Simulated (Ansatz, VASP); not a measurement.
## One calculation of Na, two programs

INCAR

```
PREC = Accurate
ENCUT = 520
EDIFF = 1E-7
ISMEAR = -1
SIGMA = 0.1
LREAL = F
LASPH = T
NELM = 80
ALGO = Normal
ISIF = 2
LWAVE = F
LCHARG = T
GGA = RE
LELF = T
LVHAR = T
NBANDS = 14
```

The input KPOINTS:

```
Automatic mesh
0
Gamma
  8 8 8
```

File POSCAR:

```
Na
1.0
    0.0000000000      3.8232747082      3.8232747082
    3.8232747082      0.0000000000      3.8232747082
    3.8232747082      3.8232747082      0.0000000000
Na
2
Direct
    0.1250000000      0.1250000000      0.1250000000
    0.8750000000      0.8750000000      0.8750000000
```

Input for Ansatz:

```yaml
crystal:
  lattice:
    - [0.0, 3.8232747082, 3.8232747082]
    - [3.8232747082, 0.0, 3.8232747082]
    - [3.8232747082, 3.8232747082, 0.0]
  atoms:
    - { symbol: Na, position: [0.125, 0.125, 0.125] }
    - { symbol: Na, position: [0.875, 0.875, 0.875] }
hamiltonian:
  xc: revpbe
  pseudopotentials:
    kind: paw
    azcp:
      Na: "pseudopotentials/Na.paw.azcp"
basis:
  ecutwfc: 420
  fft_grid_basis: typed
kpoints:
  mp_grid: { grid: [8, 8, 8], shift: [0, 0, 0] }
magnetization:
  spin_polarized: false
scf:
  occupations: { method: fermi_dirac, width: 0.1 }
  lower_state_search: "off"
output:
  stress: true
  write_density: true
  write_potential: true
  elf: true
  volumetric_format: npy
```

Alike in both runs: task single point; functional revPBE; k mesh 8 × 8 × 8; occupations fermi-dirac, width 0.1 eV; no spin polarisation.

```csv
,VASP,Ansatz
version,VASP 6.6.1,Ansatz 0.2.0
potentials or method,"VASP PAW PBE potentials, release 64 (Na_pv), cutoff 520 eV","plane waves (420 eV) with PAW, scalar-relativistic"
valence electrons in the cell,14,18
```

```tsv
	VASP	Ansatz	Ansatz less VASP
pressure (GPa)	0.1	0.1	0.00
```

VASP's potentials were made for PBE, not for revPBE. VASP's potentials hold 14 valence electrons a cell and Ansatz's 18, so a difference there can come from the potentials and not from the codes.
